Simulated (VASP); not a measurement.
# Rh (P6_3/mmc) in VASP: a series of runs

Runs on Rh. Level: r2SCAN. Tasks: single point.

Program: VASP 6.6.1. These are calculated values, not measurements. Logs are shortened: lines on timing, memory, paths and dates and some standing lists are left out, and cuts for length are marked.

## (1) The cell of the first run

The structure is hexagonal, space group P6_3/mmc (No. 194). Conventional cell: a = 2.667 Å, b = 2.667 Å, c = 4.298 Å, α = 90.00°, β = 90.00°, γ = 120.00°. Within 3.5 Å of Rh (site symmetry -6m2) lie 12 Rh at 2.64 to 2.67 Å.

This isn't the form of Rh at room conditions, which is fcc.

## (2) Single point, r2SCAN (13.24 Å³/atom)

POSCAR reads:

```
Rh
1.0
    2.6669735327      0.0000000000      0.0000000000
   -1.3334867663      2.3096668305      0.0000000000
    0.0000000000      0.0000000000      4.2979974205
Rh
2
Direct
    0.3333333333      0.6666666667      0.2500000000
    0.6666666667      0.3333333333      0.7500000000
```

INCAR.step1 reads:

```
SYSTEM = Rh
PREC = Accurate
ENCUT = 520
ISMEAR = -1
SIGMA = 0.1
LREAL = .FALSE.
LASPH = .TRUE.
NELM = 60
NBANDS = 22
GGA = PE
ALGO = Normal
EDIFF = 1E-4
LWAVE = .TRUE.
LCHARG = .FALSE.
```

INCAR.step2 reads:

```
SYSTEM = Rh
PREC = Accurate
ENCUT = 520
EDIFF = 1E-7
ISMEAR = -1
SIGMA = 0.1
LREAL = .FALSE.
LASPH = .TRUE.
NELM = 60
ALGO = Normal
ISIF = 2
LWAVE = .FALSE.
LCHARG = .FALSE.
METAGGA = R2SCAN
LMIXTAU = .TRUE.
NBANDS = 22
ISTART = 1
```

KPOINTS reads:

```
Automatic mesh
0
G
  15 15 8
  0 0 0
```

Potentials or basis: VASP PAW PBE potentials, release 64 (Rh_pv).

Launch:

```console
$ cat potpaw_PBE.64/Rh_pv/POTCAR > POTCAR
$ cp INCAR.step1 INCAR
$ mpirun -np 1 vasp_std > vasp.out
$ cp INCAR.step2 INCAR
$ mpirun -np 1 vasp_std > vasp.out
```

OUTCAR:

```text
SYSTEM = Rh
   PREC = Accurate
   ENCUT = 520
   EDIFF = 1E-7
   ISMEAR = -1
   LREAL = .FALSE.
   LASPH = .TRUE.
   NELM = 60
   ISIF = 2
   METAGGA = R2SCAN
   ISTART = 1

 ion  position               nearest neighbor table
   1  0.333  0.667  0.250-   2 2.64   2 2.64   2 2.64   2 2.64   2 2.64   2 2.64
   2  0.667  0.333  0.750-   1 2.64   1 2.64   1 2.64   1 2.64   1 2.64   1 2.64

  LATTYP: Found a hexagonal cell.
 ALAT       =     2.6669735327
 C/A-ratio  =     1.6115635824

  Lattice vectors:

 A1 = (   2.6669735327,   0.0000000000,   0.0000000000)
 A2 = (  -1.3334867663,   2.3096668305,   0.0000000000)
 A3 = (   0.0000000000,   0.0000000000,   4.2979974205)

Analysis of symmetry for initial positions (statically):
=====================================================================
 Subroutine PRICEL returns:
 Original cell was already a primitive cell.

 Routine SETGRP: Setting up the symmetry group for a
 hexagonal supercell.

 Subroutine GETGRP returns: Found 24 space group operations
 (whereof 12 operations were pure point group operations)
 out of a pool of 24 trial point group operations.

The static configuration has the point symmetry D_3d.
 The point group associated with its full space group is D_6h.

Analysis of symmetry for dynamics (positions and initial velocities):
=====================================================================
 Subroutine PRICEL returns:
 Original cell was already a primitive cell.

 Routine SETGRP: Setting up the symmetry group for a
 hexagonal supercell.

 Subroutine GETGRP returns: Found 24 space group operations
 (whereof 12 operations were pure point group operations)
 out of a pool of 24 trial point group operations.

The dynamic configuration has the point symmetry D_3d.
 The point group associated with its full space group is D_6h.

 Subroutine INISYM returns: Found 24 space group operations
 (whereof 12 operations are pure point group operations),
 and found     1 'primitive' translations

----------------------------------------------------------------------------------------

                                     Primitive cell

  volume of cell :      26.4749

  direct lattice vectors                    reciprocal lattice vectors
     2.666973533  0.000000000  0.000000000     0.374956852  0.216481439  0.000000000
    -1.333486766  2.309666830  0.000000000     0.000000000  0.432962879  0.000000000
     0.000000000  0.000000000  4.297997420     0.000000000  0.000000000  0.232666496

  length of vectors
     2.666973533  2.666973533  4.297997420     0.432962879  0.432962879  0.232666496

  position of ions in fractional coordinates (direct lattice)
     0.333333333  0.666666667  0.250000000
     0.666666667  0.333333333  0.750000000

  ion indices of the primitive-cell ions
   primitive index   ion index
                 1           1
                 2           2

----------------------------------------------------------------------------------------

 KPOINTS: Automatic mesh

Automatic generation of k-mesh.
 Grid dimensions read from file:
 generate k-points for:   15   15    8

 Generating k-lattice:

  Cartesian coordinates                     Fractional coordinates (reciprocal lattice)
     0.024997123  0.014432096  0.000000000     0.066666667  0.000000000  0.000000000
     0.000000000  0.028864192  0.000000000     0.000000000  0.066666667  0.000000000
     0.000000000  0.000000000  0.029083312     0.000000000  0.000000000  0.125000000

  Length of vectors
     0.028864192  0.028864192  0.029083312

  Shift w.r.t. Gamma in fractional coordinates (k-lattice)
     0.000000000  0.000000000  0.000000000

 Subroutine IBZKPT returns following result:
 ===========================================

 Found    135 irreducible k-points:

 Following reciprocal coordinates:
            Coordinates               Weight
  0.000000  0.000000  0.000000      1.000000
  0.066667  0.000000  0.000000      6.000000
  0.133333  0.000000  0.000000      6.000000
  0.200000  0.000000  0.000000      6.000000
  0.266667  0.000000  0.000000      6.000000
  0.333333  0.000000  0.000000      6.000000
[... 16 lines left out ...]
  0.333333  0.200000  0.000000     12.000000
  0.400000  0.200000  0.000000      6.000000
 [... further k-points ...]
   k-points           NKPTS =    135   k-points in BZ     NKDIM =    135   number of bands    NBANDS=     22
   number of dos      NEDOS =    301   number of ions     NIONS =      2
   total plane-waves  NPLWV =  12800
   dimension x,y,z NGX =    20 NGY =   20 NGZ =   32
   dimension x,y,z NGXF=    40 NGYF=   40 NGZF=   64
   ions per type =               2
   NGX,Y,Z   is equivalent  to a cutoff of  12.47, 12.47, 12.38 a.u.
   NGXF,Y,Z  is equivalent  to a cutoff of  24.93, 24.93, 24.76 a.u.
 SYSTEM =  Rh
   PREC   = accura    normal or accurate (medium, high low for compatibility)
   ISTART =      1    job   : 0-new  1-cont  2-samecut
   ICHARG =      0    charge: 1-file 2-atom 10-const
   ISPIN  =      1    spin polarized calculation?
   LNONCOLLINEAR =      F non collinear calculations
   LSORBIT =      F    spin-orbit coupling
   LASPH  =      T    aspherical Exc in radial PAW
   ENCUT  =  520.0 eV  38.22 Ry    6.18 a.u.   4.96  4.96  7.99*2*pi/ulx,y,z
   NELM   =     60;   NELMIN=  2; NELMDL=  0     # of ELM steps
   EDIFF  = 0.1E-06   stopping-criterion for ELM
   LREAL  =      F    real-space projection
   EDIFFG = 0.1E-05   stopping-criterion for IOM
   NSW    =      0    number of steps for IOM
   IBRION =     -1    ionic relax: 0-MD 1-quasi-New 2-CG
   NFREE  =      0    steps in history (QN), initial steepest desc. (CG)
   ISIF   =      2    stress and relaxation
   ISYM   =      2    0-nonsym 1-usesym 2-fastsym
   POTIM  = 0.5000    time-step for ionic-motion
   TEBEG  =    0.0;   TEEND  =   0.0 temperature during run
   PSTRESS=    0.0 pullay stress
   NELECT =      30.0000    total number of electrons
   NUPDOWN=      -1.0000    fix difference up-down
   EMIN   =  10.00;   EMAX   =-10.00  energy-range for DOS
   EFERMI =   0.00;   METHOD = LEGACY
   ISMEAR =    -1;   SIGMA  =   0.10  broadening in eV -4-tet -1-fermi 0-gaus
   EFERMI_NEDOS =   21; number of points for ismear=-14 and -15
   IALGO  =     38    algorithm
   IMIX   =      4    mixing-type and parameters
     AMIX     =   0.40;   BMIX     =  1.00
     AMIX_MAG =   1.60;   BMIX_MAG =  1.00
  volume/ion in A,a.u.               =      13.24        89.33
  Fermi-wavevector in a.u.,A,eV,Ry     =   1.706752  3.225294 39.633821  2.913004
  Thomas-Fermi vector in A             =   2.785731
   LORBIT       =      0    0 simple, 1 ext, 2 COOP (PROOUT), +10 PAW based schemes
   METAGGA = R2SCAN    functional components
   LHFCALC =     F    Hartree Fock is set to
   AEXX    =    0.0000 exact exchange contribution
   IVDW    =     0    specifies the selected vdW correction
   LEPSILON=     F    determine dielectric tensor
   LRPA    =     F    only Hartree local field effects (RPA)
 non-spin polarized calculation
  energy-cutoff  :      520.00
  volume of cell :       26.47
 maximum number of plane-waves:       732
 NGX is ok and might be reduce to    20
   NGX =  9   NGY =  9   NGZ = 15

 number of electron      29.9999994 magnetization

 Free energy of the ion-electron system (eV)
  ---------------------------------------------------
  ext. energy  EPLUGINS =         0.00000000
  ---------------------------------------------------
  free energy    TOTEN  =       -48.18460490 eV

  energy without entropy =      -48.08447357  energy(sigma->0) =      -48.13453924

 E-fermi :  12.5458     XC(G=0): -15.4925

 val. band max:       12.5386419373   @ k =   0.4000   0.2000   0.2500
 cond. band min:      12.5462494483   @ k =   0.2667   0.0667   0.3750
 fundamental gap:      0.0076075110
 Fermi energy:        12.5458274716

 k-point     1 :       0.0000    0.0000    0.0000
  band No.  band energies     occupation
      1     -36.3181      2.00000
      2     -35.5178      2.00000
      3     -35.5178      2.00000
      4     -35.3927      2.00000
      5     -35.3853      2.00000
      6     -35.3853      2.00000
[... 14 lines left out ...]
     21      29.8098      0.00000
     22      29.8101      0.00000

 k-point     2 :       0.0667    0.0000    0.0000
  band No.  band energies     occupation
      1     -36.3055      2.00000
      2     -35.5464      2.00000
      3     -35.5272      2.00000
      4     -35.4150      2.00000
      5     -35.3981      2.00000
      6     -35.3897      2.00000
[... 14 lines left out ...]
     21      29.8097      0.00000
     22      29.8100      0.00000

 k-point     3 :       0.1333    0.0000    0.0000
  band No.  band energies     occupation
      1     -36.2685      2.00000
      2     -35.6272      2.00000
      3     -35.5530      2.00000
      4     -35.4982      2.00000
      5     -35.4142      2.00000
      6     -35.4025      2.00000
[... 14 lines left out ...]
     21      29.8096      0.00000
     22      29.8122      0.00000

 k-point     4 :       0.2000    0.0000    0.0000
  band No.  band energies     occupation
      1     -36.2107      2.00000
      2     -35.7463      2.00000
      3     -35.6181      2.00000
      4     -35.5901      2.00000
      5     -35.4412      2.00000
      6     -35.4222      2.00000
[... 14 lines left out ...]
     21      29.8095      0.00000
     22      29.8104      0.00000

 k-point     5 :       0.2667    0.0000    0.0000
  band No.  band energies     occupation
      1     -36.1375      2.00000
      2     -35.8832      2.00000
      3     -35.7524      2.00000
      4     -35.6314      2.00000
      5     -35.4789      2.00000
      6     -35.4458      2.00000
[... 14 lines left out ...]
     21      29.8100      0.00000
     22      29.8189      0.00000

 k-point     6 :       0.3333    0.0000    0.0000
  band No.  band energies     occupation
      1     -36.0568      2.00000
      2     -36.0141      2.00000
      3     -35.8775      2.00000
      4     -35.6699      2.00000
      5     -35.5257      2.00000
      6     -35.4690      2.00000
[... 14 lines left out ...]
     21      28.6326      0.00000
     22      29.3306      0.00000

 k-point     7 :       0.4000   -0.0000    0.0000
  band No.  band energies     occupation
      1     -36.1161      2.00000
      2     -35.9800      2.00000
      3     -35.9733      2.00000
      4     -35.6995      2.00000
      5     -35.5758      2.00000
      6     -35.4875      2.00000
[... 324 lines left out ...]
      6     -35.5703      2.00000
[... 14 lines left out ...]
     21      24.8674      0.00000
     22      28.1654      0.00000

 k-point    21 :       0.2000    0.2000    0.0000
  band No.  band energies     occupation
      1     -36.0355      2.00000
      2     -35.9421      2.00000
      3     -35.9312      2.00000
      4     -35.6829      2.00000
      5     -35.5552      2.00000
      6     -35.5386      2.00000
[... 14 lines left out ...]
     21      25.3904      0.00000
     22      29.8604      0.00000

 k-point    22 :       0.2667    0.2000    0.0000
  band No.  band energies     occupation
      1     -36.0299      2.00000
      2     -35.9625      2.00000
      3     -35.9590      2.00000
      4     -35.7483      2.00000
      5     -35.6053      2.00000
      6     -35.5900      2.00000
[... 14 lines left out ...]
     21      24.1150      0.00000
     22      29.2898      0.00000

 k-point    23 :       0.3333    0.2000    0.0000
  band No.  band energies     occupation
      1     -36.0886      2.00000
      2     -35.9685      2.00000
      3     -35.8897      2.00000
      4     -35.8101      2.00000
      5     -35.6422      2.00000
      6     -35.6376      2.00000
[... 14 lines left out ...]
     21      25.1793      0.00000
     22      28.7585      0.00000

 k-point    24 :       0.4000    0.2000    0.0000
  band No.  band energies     occupation
      1     -36.1090      2.00000
      2     -35.9648      2.00000
      3     -35.8561      2.00000
      4     -35.8383      2.00000
      5     -35.6698      2.00000
      6     -35.6487      2.00000
[... 14 lines left out ...]
     21      25.9339      0.00000
     22      28.3877      0.00000

 [... further k-points ...]

------------------------ aborting loop because EDIFF is reached ----------------------------------------

  FORCE on cell =-STRESS in cart. coord.  units (eV):
  Direction    XX          YY          ZZ          XY          YZ          ZX
  --------------------------------------------------------------------------------------
  -------------------------------------------------------------------------------------
  Total        2.3098976      2.3098976      2.3165297      0.0000000      0.0000000      0.0000000
  in kB      139.7877476    139.7877476    140.1891028      0.0000000      0.0000000      0.0000000
  external PRESSURE =     139.9215327 kB  Pullay stress =       0.0000000 kB

 VOLUME and BASIS-vectors are now :
 -----------------------------------------------------------------------------
  energy-cutoff  :      520.00
  volume of cell :       26.47
      direct lattice vectors                 reciprocal lattice vectors
     2.666973533  0.000000000  0.000000000     0.374956852  0.216481439  0.000000000
    -1.333486766  2.309666830  0.000000000     0.000000000  0.432962879  0.000000000
     0.000000000  0.000000000  4.297997420     0.000000000  0.000000000  0.232666496

 POSITION                                       TOTAL-FORCE (eV/Angst)
 -----------------------------------------------------------------------------------
     -0.00000      1.53978      1.07450        -0.000000      0.000000      0.000000
      1.33349      0.76989      3.22350         0.000000     -0.000000      0.000000
 -----------------------------------------------------------------------------------
    total drift:                               -0.000000      0.000000     -0.000000

  FREE ENERGIE OF THE ION-ELECTRON SYSTEM (eV)
  ---------------------------------------------------
  free  energy   TOTEN  =       -48.1846049023 eV

  energy  without entropy=      -48.0844735720  energy(sigma->0) =      -48.13453924
```

Run time: 3.4 min. Hardware: 1 thread of Intel Xeon Platinum 8488C (Sapphire Rapids), shared host; peak memory 0.19 GiB.

Results:

| Property | Result |
| --- | --- |
| Free energy | -48.1846 eV |
| Pressure | 14.0 GPa |
| Band gap on the k mesh | zero (bands 15 and 16 overlap by 2.57 eV) |

Caveat: the cell stands under pressure; the PAW data sets were made with another functional, which shifts forces and pressure a little.

## (3) Single point, r2SCAN (13.79 Å³/atom)

This run uses another cell than the first one, of 13.79 Å³/atom.

POSCAR reads:

```
Rh
1.0
    2.7035119571      0.0000000000      0.0000000000
   -1.3517559785      2.3413100343      0.0000000000
    0.0000000000      0.0000000000      4.3568814147
Rh
2
Direct
    0.3333333333      0.6666666667      0.2500000000
    0.6666666667      0.3333333333      0.7500000000
```

INCAR.step1 reads:

```
PREC = Accurate
ENCUT = 520
ISMEAR = -1
SIGMA = 0.1
LREAL = False
LASPH = True
NELM = 80
NBANDS = 22
GGA = PE
ALGO = Normal
EDIFF = 1E-4
LWAVE = True
LCHARG = False
```

INCAR.step2 reads:

```
PREC = Accurate
ENCUT = 520
EDIFF = 1E-6
ISMEAR = -1
SIGMA = 0.1
LREAL = False
LASPH = True
NELM = 80
ALGO = Normal
ISIF = 2
LWAVE = False
LCHARG = False
METAGGA = R2SCAN
LMIXTAU = True
NBANDS = 22
ISTART = 1
```

KPOINTS reads:

```
regular mesh
0
Gamma
  15 15 8
```

Potentials or basis: VASP PAW PBE potentials, release 64 (Rh_pv).

Launch:

```console
$ cat potpaw_PBE.64/Rh_pv/POTCAR > POTCAR
$ cp INCAR.step1 INCAR
$ mpirun -np 1 vasp_std > vasp.out
$ cp INCAR.step2 INCAR
$ mpirun -np 1 vasp_std > vasp.out
```

It took 3.1 min on 1 thread of Intel Xeon Platinum 8488C (Sapphire Rapids), shared host; peak memory 0.19 GiB.

It converged, with:

| Property | Result |
| --- | --- |
| Free energy | -48.2357 eV |
| Pressure | 1.2 GPa |
| Band gap on the k mesh | zero (bands 15 and 16 overlap by 2.40 eV) |

Stress tensor (GPa, compression positive):
```
1.27 0.00 0.00
0.00 1.27 0.00
0.00 0.00 0.96
```

Levels at points of the mesh, in eV from the Fermi level:
| k point | band 12 | band 13 | band 14 | band 15 | band 16 | band 17 | band 18 | band 19 |
| --- | --- | --- | --- | --- | --- | --- | --- | --- |
| (0.00, 0.00, 0.00) | -2.59 | -2.59 | -2.01 | -2.01 | 0.14 | 0.14 | 0.93 | 9.11 |
| (0.00, 0.00, 0.50) | -3.25 | -3.25 | -3.25 | -0.45 | -0.45 | -0.45 | -0.45 | 15.58 |

Caveat: the PAW data sets were made with another functional, which shifts forces and pressure a little.

## (4) Single point, r2SCAN (14.34 Å³/atom)

This run uses another cell than the first one, of 14.34 Å³/atom.

POSCAR reads:

```
Rh
1.0
    2.7390885627      0.0000000000      0.0000000000
   -1.3695442813      2.3721202785      0.0000000000
    0.0000000000      0.0000000000      4.4142153766
Rh
2
Direct
    0.3333333333      0.6666666667      0.2500000000
    0.6666666667      0.3333333333      0.7500000000
```

INCAR.step1 reads:

```
PREC     = Accurate       # precision mode
ENCUT    = 520            # plane-wave cutoff, eV
ISMEAR   = -1             # smearing method
SIGMA    = 0.1            # smearing width, eV
LREAL    = False          # projectors in reciprocal space
LASPH    = True           # aspherical terms in the spheres
NELM     = 80             # most SCF steps
NBANDS   = 22             # bands
GGA      = PE             # functional
ALGO     = Normal         # electronic algorithm
EDIFF    = 1E-4           # SCF threshold, eV
LWAVE    = True           # write WAVECAR
LCHARG   = False          # write CHGCAR
```

INCAR.step2 reads:

```
PREC     = Accurate       # precision mode
ENCUT    = 520            # plane-wave cutoff, eV
EDIFF    = 1E-7           # SCF threshold, eV
ISMEAR   = -1             # smearing method
SIGMA    = 0.1            # smearing width, eV
LREAL    = False          # projectors in reciprocal space
LASPH    = True           # aspherical terms in the spheres
NELM     = 80             # most SCF steps
ALGO     = Normal         # electronic algorithm
ISIF     = 2              # what is computed and relaxed
LWAVE    = False          # write WAVECAR
LCHARG   = True           # write CHGCAR
METAGGA  = R2SCAN         # meta-GGA
LMIXTAU  = True         
LELF     = True           # ELF
LVHAR    = True         
NBANDS   = 22             # bands
ISTART   = 1
```

KPOINTS reads:

```
Automatic mesh
0
Gamma
  15 15 8
```

Launch:

```console
$ cat potpaw_PBE.64/Rh_pv/POTCAR > POTCAR
$ cp INCAR.step1 INCAR
$ mpirun -np 1 vasp_std > vasp.out
$ cp INCAR.step2 INCAR
$ mpirun -np 1 vasp_std > vasp.out
```

It took 3 min on 1 thread of Intel Xeon Platinum 8488C (Sapphire Rapids), shared host; peak memory 0.19 GiB.

It converged, with:

| Property | Result |
| --- | --- |
| Free energy | -48.2084 eV |
| Pressure | -8.9 GPa |
| Band gap on the k mesh | zero (bands 15 and 16 overlap by 2.24 eV) |

Stress tensor (GPa, compression positive):
```
-8.67  0.00  0.00
 0.00 -8.67  0.00
 0.00  0.00 -9.24
```

Levels at points of the mesh, in eV from the Fermi level:
```
           k point  band 11  band 12  band 13  band 14  band 15  band 16  band 17  band 18  band 19  band 20
(0.00, 0.00, 0.00)    -2.94    -2.43    -2.43    -1.88    -1.88     0.14     0.14     0.98     8.71    16.64
(0.00, 0.00, 0.50)    -3.06    -3.06    -3.06    -3.06    -0.43    -0.43    -0.43    -0.43    15.40    15.40
```

Caveat: the cell stands under tension; the PAW data sets were made with another functional, which shifts forces and pressure a little.

(Part 1 of 2 ends here.)
